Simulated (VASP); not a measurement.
# H4C in VASP: relaxation of the atoms with LDA

Aim: the relaxation of the atoms of H4C with LDA.

All numbers are computed with VASP 6.6.1; they aren't measurements. Logs are shortened: lines on timing, memory, paths and dates and some standing lists are left out, and cuts for length are marked.

## 1. The cell of the first run

The cell holds an amorphous packing of atoms, 40 atoms: a = 8.215 Å, b = 8.215 Å, c = 8.215 Å, α = 90.00°, β = 90.00°, γ = 90.00°.

## 2. Relaxation of the atoms, LDA

The input, INCAR:

```
SYSTEM = H4C
ALGO     = Normal         ! electronic algorithm
EDIFF    = 1E-7           ! SCF threshold, eV
EDIFFG   = -0.3           ! ionic threshold
ENCUT    = 520            ! plane-wave cutoff, eV
GGA      = CA             ! functional
IBRION   = 2              ! ionic algorithm
ISIF     = 2              ! what is computed and relaxed
ISMEAR   = -1             ! smearing method
LASPH    = .True.         ! aspherical terms in the spheres
LCHARG   = .False.        ! write CHGCAR
LREAL    = Auto         
LWAVE    = .False.        ! write WAVECAR
NELM     = 60             ! most SCF steps
NSW      = 35             ! ionic steps
PREC     = Accurate       ! precision mode
SIGMA    = 0.05           ! smearing width, eV
```

The input, KPOINTS:

```
k-points
0
Gamma
  1 1 1
  0 0 0
```

The input, POSCAR:

```
H4C
1.0
    8.2150030000      0.0000000000      0.0000000000
    0.0000000000      8.2150030000      0.0000000000
    0.0000000000      0.0000000000      8.2150030000
C H
8 32
Direct
    0.4419082000      0.0531833000      0.2090316000
    0.7884536000      0.6277234000      0.6108494000
    0.3763654000      0.9321539000      0.8874982000
    0.1011544000      0.6510847000      0.0057781000
    0.4114363000      0.4397229000      0.9551294000
    0.0060980000      0.2053521000      0.2148251000
    0.7154204000      0.1133115000      0.8026650000
    0.1684411000      0.7311407000      0.4127970000
    0.5208060000      0.1582117000      0.1906363000
    0.4484730000      0.0146103000      0.3357725000
    0.4814541000     -0.0461200000      0.1304873000
    0.3168997000      0.0860311000      0.1792303000
    0.8558531000      0.7226728000      0.6743800000
    0.7167709000      0.5583461000      0.6982714000
    0.8735671000      0.5467339000      0.5492814000
    0.7076233000      0.6831407000      0.5214649000
    0.5043323000      0.9647812000      0.8999144000
    0.3110387000      0.9667040000      0.9976478000
    0.3657089000      0.8012402000      0.8689978000
    0.3243817000      0.9958902000      0.7834328000
    0.1563615000      0.7658812000      0.0427666000
    0.1298447000      0.5573926000      0.0951809000
    0.1488399000      0.6152362000     -0.1126921000
   -0.0304286000      0.6658288000     -0.0021431000
    0.5191138000      0.3856101000      1.0105514000
    0.3274092000      0.4783059000      1.0502347000
    0.3520491000      0.3502213000      0.8773037000
    0.4471732000      0.5447543000      0.8824279000
   -0.0234630000      0.1908402000      0.3433154000
   -0.0968320000      0.1659030000      0.1410457000
    0.1124283000      0.1317437000      0.1853310000
    0.0322588000      0.3329215000      0.1896082000
    0.7938412000      0.0888222000      0.6985272000
    0.7640565000      0.2157174000      0.8715255000
    0.7105091000      0.0060276000      0.8805127000
    0.5932748000      0.1426786000      0.7600946000
    0.1089127000      0.7273044000      0.5312701000
    0.2947201000      0.7687941000      0.4279641000
    0.1055606000      0.8178050000      0.3345055000
    0.1645708000      0.6106594000      0.3574483000
```

Potentials or basis: VASP PAW LDA potentials, release 64 (C, H).

Launch:

```
$ cat potpaw_LDA.64/C/POTCAR potpaw_LDA.64/H/POTCAR > POTCAR
$ mpirun -np 1 vasp_gam > vasp.out
```

OUTCAR:

```text
SYSTEM = H4C
   EDIFF = 1E-7
   EDIFFG = -0.3
   ENCUT = 520
   GGA = CA
   IBRION = 2
   ISIF = 2
   ISMEAR = -1
   LASPH = .True.
   LREAL = Auto
   NELM = 60
   NSW = 35
   PREC = Accurate

 ion  position               nearest neighbor table
   1  0.442  0.053  0.209-   9 1.09  12 1.09  10 1.09  11 1.09
   2  0.788  0.628  0.611-  16 1.09  13 1.09  14 1.09  15 1.09
   3  0.376  0.932  0.887-  18 1.09  19 1.09  20 1.09  17 1.09
   4  0.101  0.651  0.006-  22 1.09  21 1.09  23 1.09  24 1.09
   5  0.411  0.440  0.955-  27 1.09  26 1.09  28 1.09  25 1.09
   6  0.006  0.205  0.215-  29 1.09  30 1.09  31 1.09  32 1.09
   7  0.715  0.113  0.803-  34 1.09  36 1.09  35 1.09  33 1.09
   8  0.168  0.731  0.413-  40 1.09  38 1.09  39 1.09  37 1.09
   9  0.521  0.158  0.191-   1 1.09
  10  0.448  0.015  0.336-   1 1.09
  11  0.481  0.954  0.130-   1 1.09
  12  0.317  0.086  0.179-   1 1.09
  13  0.856  0.723  0.674-   2 1.09
  14  0.717  0.558  0.698-   2 1.09
[... 24 lines left out ...]
  39  0.106  0.818  0.335-   8 1.09
  40  0.165  0.611  0.357-   8 1.09

  LATTYP: Found a simple cubic cell.
 ALAT       =     8.2150030000

  Lattice vectors:

 A1 = (   8.2150030000,   0.0000000000,   0.0000000000)
 A2 = (   0.0000000000,   8.2150030000,   0.0000000000)
 A3 = (   0.0000000000,   0.0000000000,   8.2150030000)

Analysis of symmetry for initial positions (statically):
=====================================================================
 Subroutine PRICEL returns:
 Original cell was already a primitive cell.

 Routine SETGRP: Setting up the symmetry group for a
 simple cubic supercell.

 Subroutine GETGRP returns: Found  1 space group operations
 (whereof  1 operations were pure point group operations)
 out of a pool of 48 trial point group operations.

The static configuration has the point symmetry C_1 .

Analysis of symmetry for dynamics (positions and initial velocities):
=====================================================================
 Subroutine PRICEL returns:
 Original cell was already a primitive cell.

 Routine SETGRP: Setting up the symmetry group for a
 simple cubic supercell.

 Subroutine GETGRP returns: Found  1 space group operations
 (whereof  1 operations were pure point group operations)
 out of a pool of 48 trial point group operations.

The dynamic configuration has the point symmetry C_1 .

 Subroutine INISYM returns: Found  1 space group operations
 (whereof  1 operations are pure point group operations),
 and found     1 'primitive' translations

----------------------------------------------------------------------------------------

                                     Primitive cell

  volume of cell :     554.3999

  direct lattice vectors                    reciprocal lattice vectors
     8.215003000  0.000000000  0.000000000     0.121728501  0.000000000  0.000000000
     0.000000000  8.215003000  0.000000000     0.000000000  0.121728501  0.000000000
     0.000000000  0.000000000  8.215003000     0.000000000  0.000000000  0.121728501

  length of vectors
     8.215003000  8.215003000  8.215003000     0.121728501  0.121728501  0.121728501

  position of ions in fractional coordinates (direct lattice)
     0.441908200  0.053183300  0.209031600
     0.788453600  0.627723400  0.610849400
     0.376365400  0.932153900  0.887498200
     0.101154400  0.651084700  0.005778100
     0.411436300  0.439722900  0.955129400
     0.006098000  0.205352100  0.214825100
[... 32 lines left out ...]
     0.105560600  0.817805000  0.334505500
     0.164570800  0.610659400  0.357448300

  ion indices of the primitive-cell ions
   primitive index   ion index
                 1           1
                 2           2
                 3           3
                 4           4
                 5           5
                 6           6
[... 32 lines left out ...]
                39          39
                40          40

----------------------------------------------------------------------------------------

 KPOINTS: k-points

Automatic generation of k-mesh.
 Grid dimensions read from file:
 generate k-points for:    1    1    1

 Generating k-lattice:

  Cartesian coordinates                     Fractional coordinates (reciprocal lattice)
     0.121728501  0.000000000  0.000000000     1.000000000  0.000000000  0.000000000
     0.000000000  0.121728501  0.000000000     0.000000000  1.000000000  0.000000000
     0.000000000  0.000000000  0.121728501     0.000000000  0.000000000  1.000000000

  Length of vectors
     0.121728501  0.121728501  0.121728501

  Shift w.r.t. Gamma in fractional coordinates (k-lattice)
     0.000000000  0.000000000  0.000000000

 Subroutine IBZKPT returns following result:
 ===========================================

 Found      1 irreducible k-points:

 Following reciprocal coordinates:
            Coordinates               Weight
  0.000000  0.000000  0.000000      1.000000
   k-points           NKPTS =      1   k-points in BZ     NKDIM =      1   number of bands    NBANDS=     53
   number of dos      NEDOS =    301   number of ions     NIONS =     40
   total plane-waves  NPLWV = 262144
   dimension x,y,z NGX =    64 NGY =   64 NGZ =   64
   dimension x,y,z NGXF=   128 NGYF=  128 NGZF=  128
   ions per type =               8  32
   NGX,Y,Z   is equivalent  to a cutoff of  12.95, 12.95, 12.95 a.u.
   NGXF,Y,Z  is equivalent  to a cutoff of  25.90, 25.90, 25.90 a.u.
 SYSTEM =  H4C
   PREC   = accura    normal or accurate (medium, high low for compatibility)
   ISTART =      0    job   : 0-new  1-cont  2-samecut
   ICHARG =      2    charge: 1-file 2-atom 10-const
   ISPIN  =      1    spin polarized calculation?
   LNONCOLLINEAR =      F non collinear calculations
   LSORBIT =      F    spin-orbit coupling
   LASPH  =      T    aspherical Exc in radial PAW
   ENCUT  =  520.0 eV  38.22 Ry    6.18 a.u.  15.27 15.27 15.27*2*pi/ulx,y,z
   NELM   =     60;   NELMIN=  2; NELMDL= -5     # of ELM steps
   EDIFF  = 0.1E-06   stopping-criterion for ELM
   LREAL  =      T    real-space projection
   EDIFFG = -.3E+00   stopping-criterion for IOM
   NSW    =     35    number of steps for IOM
   IBRION =      2    ionic relax: 0-MD 1-quasi-New 2-CG
   NFREE  =      1    steps in history (QN), initial steepest desc. (CG)
   ISIF   =      2    stress and relaxation
   ISYM   =      2    0-nonsym 1-usesym 2-fastsym
   POTIM  = 0.5000    time-step for ionic-motion
   TEBEG  =    0.0;   TEEND  =   0.0 temperature during run
   PSTRESS=    0.0 pullay stress
   NELECT =      64.0000    total number of electrons
   NUPDOWN=      -1.0000    fix difference up-down
   EMIN   =  10.00;   EMAX   =-10.00  energy-range for DOS
   EFERMI =   0.00;   METHOD = LEGACY
   ISMEAR =    -1;   SIGMA  =   0.05  broadening in eV -4-tet -1-fermi 0-gaus
   EFERMI_NEDOS =   21; number of points for ismear=-14 and -15
   IALGO  =     38    algorithm
   IMIX   =      4    mixing-type and parameters
     AMIX     =   0.40;   BMIX     =  1.00
     AMIX_MAG =   1.60;   BMIX_MAG =  1.00
  volume/ion in A,a.u.               =      13.86        93.53
  Fermi-wavevector in a.u.,A,eV,Ry     =   0.797126  1.506350  8.645281  0.635410
  Thomas-Fermi vector in A             =   1.903783
   LORBIT       =      0    0 simple, 1 ext, 2 COOP (PROOUT), +10 PAW based schemes
   GGA     = CA    functional components
   LHFCALC =     F    Hartree Fock is set to
   AEXX    =    0.0000 exact exchange contribution
   IVDW    =     0    specifies the selected vdW correction
   LEPSILON=     F    determine dielectric tensor
   LRPA    =     F    only Hartree local field effects (RPA)
 conjugate gradient relaxation of ions
 non-spin polarized calculation
  energy-cutoff  :      520.00
  volume of cell :      554.40
 maximum number of plane-waves:      7470
 NGX is ok and might be reduce to    64
   NGX = 31   NGY = 31   NGZ = 31

--------------------------------------- Ionic step        1  -------------------------------------------

 number of electron      64.0000000 magnetization

 Free energy of the ion-electron system (eV)
  ---------------------------------------------------
  ext. energy  EPLUGINS =         0.00000000
  ---------------------------------------------------
  free energy    TOTEN  =      -198.30278921 eV

  energy without entropy =     -198.30278921  energy(sigma->0) =     -198.30278921

------------------------ aborting loop because EDIFF is reached ----------------------------------------

  FORCE on cell =-STRESS in cart. coord.  units (eV):
  Direction    XX          YY          ZZ          XY          YZ          ZX
  --------------------------------------------------------------------------------------
  -------------------------------------------------------------------------------------
  Total        5.5284776      3.5713452      5.6164303      0.6415278      0.4776095      0.5639025
  in kB       15.9769162     10.3209395     16.2310935      1.8539707      1.3802584      1.6296390
  external PRESSURE =      14.1763164 kB  Pullay stress =       0.0000000 kB
[... 203 lines left out ...]
  FREE ENERGIE OF THE ION-ELECTRON SYSTEM (eV)
  ---------------------------------------------------
  free  energy   TOTEN  =      -198.3857536131 eV

  energy  without entropy=     -198.3857536130  energy(sigma->0) =     -198.38575361

[... ionic steps 4 to 13 ...]

--------------------------------------- Ionic step       14  -------------------------------------------

 number of electron      64.0000000 magnetization

------------------------ aborting loop because EDIFF is reached ----------------------------------------
[... 143 lines left out ...]
--------------------------------------- Ionic step       16  -------------------------------------------

 number of electron      64.0000002 magnetization

 Free energy of the ion-electron system (eV)
  ---------------------------------------------------
  ext. energy  EPLUGINS =         0.00000000
  ---------------------------------------------------
  free energy    TOTEN  =      -198.91541046 eV

  energy without entropy =     -198.91541046  energy(sigma->0) =     -198.91541046

 E-fermi :  -5.5335     XC(G=0):  -5.5263

 val. band max:       -6.7536136503   @ k =   0.0000   0.0000   0.0000
 cond. band min:       0.0050108847   @ k =   0.0000   0.0000   0.0000
 fundamental gap:      6.7586245350
 Fermi energy:        -5.5335428465

 k-point     1 :       0.0000    0.0000    0.0000
  band No.  band energies     occupation
      1     -15.4121      2.00000
      2     -15.1168      2.00000
      3     -15.1045      2.00000
      4     -15.0289      2.00000
      5     -15.0091      2.00000
      6     -14.9423      2.00000
[... 36 lines left out ...]
     43       3.0510      0.00000
     44       3.0937      0.00000
 [bands above 44 left out]

------------------------ aborting loop because EDIFF is reached ----------------------------------------

  FORCE on cell =-STRESS in cart. coord.  units (eV):
  Direction    XX          YY          ZZ          XY          YZ          ZX
  --------------------------------------------------------------------------------------
  -------------------------------------------------------------------------------------
  Total       -0.6988238     -1.4093406     -1.2575162      0.3911407     -0.3179039     -0.1068660
  in kB       -2.0195524     -4.0728963     -3.6341344      1.1303695     -0.9187201     -0.3088352
  external PRESSURE =      -3.2421944 kB  Pullay stress =       0.0000000 kB
[... 55 lines left out ...]
  FREE ENERGIE OF THE ION-ELECTRON SYSTEM (eV)
  ---------------------------------------------------
  free  energy   TOTEN  =      -198.9154104560 eV

  energy  without entropy=     -198.9154104560  energy(sigma->0) =     -198.91541046

 reached required accuracy - stopping structural energy minimisation
```

Run time: 7.7 min. Hardware: 1 thread of AMD EPYC 7R13 (Zen 3), shared host; peak memory 0.39 GiB.

What came out:

```yaml
Free_energy: -198.9154 eV
Energy_gained_by_relaxing: 15.3 meV/atom
Ionic_steps: 16
Pressure_after_relaxing: -0.3 GPa
Largest_force_after_relaxing: 0.228 eV/Å
Band_gap_on_the_k_mesh: 6.76 eV
```

Forces on the atoms (eV/Å):
```
C   -0.085  0.173 -0.014
C    0.001  0.001  0.021
C    0.145 -0.094 -0.149
C    0.011 -0.008 -0.029
C    0.011  0.001 -0.104
C   -0.036  0.031  0.009
C    0.008  0.018 -0.006
C    0.016  0.014 -0.024
H    0.032 -0.060 -0.067
H    0.013 -0.077  0.140
H   -0.029  0.040 -0.002
H    0.155 -0.098 -0.004
H   -0.048 -0.067 -0.026
H    0.036  0.037 -0.040
H   -0.050  0.050  0.046
H    0.052 -0.026  0.062
H   -0.132  0.014  0.028
H    0.038  0.041 -0.046
H   -0.026 -0.079  0.094
H   -0.060  0.158 -0.061
H   -0.072 -0.125  0.011
H   -0.067  0.053 -0.095
H   -0.067 -0.013  0.109
H   -0.052 -0.013  0.001
H   -0.014 -0.016  0.014
H    0.108 -0.040 -0.068
H    0.040  0.058  0.084
H   -0.029 -0.077  0.075
H    0.010  0.005 -0.092
H    0.059  0.017  0.043
H   -0.100  0.056  0.003
H   -0.011 -0.104  0.012
H    0.004  0.026  0.043
H    0.026 -0.054 -0.026
H    0.009  0.121 -0.054
H    0.077 -0.021  0.040
H    0.037  0.021 -0.043
H   -0.075 -0.003 -0.014
H    0.056 -0.065  0.073
H    0.007  0.106  0.055
```

Step by step:
```tsv
step	energy change (eV)	largest force (eV/Å)	pressure (GPa)
1	0.0000	0.7615	1.42
2	-0.0797	0.8667	0.10
3	-0.0830	0.7542	0.31
4	-0.1409	0.8486	-0.18
5	-0.1410	0.9217	-0.20
6	-0.2003	0.6804	-0.12
7	-0.3080	0.4290	0.15
8	-0.2548	1.7209	0.71
9	-0.3273	0.7597	0.35
10	-0.3859	0.6625	0.32
11	-0.3925	1.2978	0.31
12	-0.4343	1.1252	0.23
13	-0.5299	0.6228	-0.01
14	-0.5926	0.5721	-0.53
15	-0.5937	0.4714	-0.47
16	-0.6126	0.2283	-0.32
```

Final structure:
```cif
data_structure
_symmetry_space_group_name_H-M 'P 1'
_symmetry_Int_Tables_number 1
_cell_length_a 8.2150
_cell_length_b 8.2150
_cell_length_c 8.2150
_cell_angle_alpha 90.000
_cell_angle_beta 90.000
_cell_angle_gamma 90.000
_cell_volume 554.40
loop_
_atom_site_label
_atom_site_type_symbol
_atom_site_fract_x
_atom_site_fract_y
_atom_site_fract_z
_atom_site_occupancy
C1 C 0.45971 0.05857 0.24197 1
C2 C 0.78794 0.62749 0.61297 1
C3 C 0.35385 0.92067 0.85605 1
C4 C 0.08255 0.65263 0.00553 1
C5 C 0.42530 0.43159 0.95491 1
C6 C 0.99995 0.20693 0.21421 1
C7 C 0.73019 0.12181 0.79971 1
C8 C 0.16976 0.73355 0.41491 1
H1 H 0.53611 0.16521 0.21487 1
H2 H 0.46117 0.03790 0.37360 1
H3 H 0.50537 0.95064 0.17756 1
H4 H 0.33388 0.08567 0.20388 1
H5 H 0.85616 0.72297 0.67813 1
H6 H 0.71455 0.55685 0.70034 1
H7 H 0.87420 0.54596 0.55059 1
H8 H 0.70713 0.68439 0.52236 1
H9 H 0.47893 0.95790 0.88589 1
H10 H 0.27030 0.95405 0.95490 1
H11 H 0.35057 0.78861 0.83662 1
H12 H 0.31634 0.97838 0.74175 1
H13 H 0.14389 0.76520 0.04436 1
H14 H 0.10398 0.55721 0.09730 1
H15 H 0.13341 0.61403 0.88756 1
H16 H 0.95132 0.67488 0.99304 1
H17 H 0.53744 0.37380 0.99963 1
H18 H 0.34775 0.46901 0.05766 1
H19 H 0.35849 0.34406 0.87814 1
H20 H 0.45743 0.53956 0.88172 1
H21 H 0.97141 0.19293 0.34448 1
H22 H 0.89432 0.16991 0.14032 1
H23 H 0.10555 0.13017 0.18341 1
H24 H 0.02900 0.33538 0.18831 1
H25 H 0.80702 0.09860 0.69247 1
H26 H 0.77776 0.22690 0.86800 1
H27 H 0.73007 0.01276 0.87821 1
H28 H 0.60513 0.14864 0.75963 1
H29 H 0.11033 0.73095 0.53491 1
H30 H 0.29765 0.77176 0.42804 1
H31 H 0.10526 0.81979 0.33476 1
H32 H 0.16522 0.61106 0.36017 1
```

Levels at points of the mesh, in eV from the valence-band top:
```csv
k point,band 28,band 29,band 30,band 31,band 32,band 33,band 34,band 35,band 36,band 37
"(0.00, 0.00, 0.00)",-0.33,-0.29,-0.27,-0.23,0.00,6.76,8.67,8.79,8.98,9.01
```

Caveat: the k points lie up to 0.76 Å⁻¹ apart; the relaxation stopped at a loose force limit of 0.3 eV/Å, so its end isn't a converged minimum.
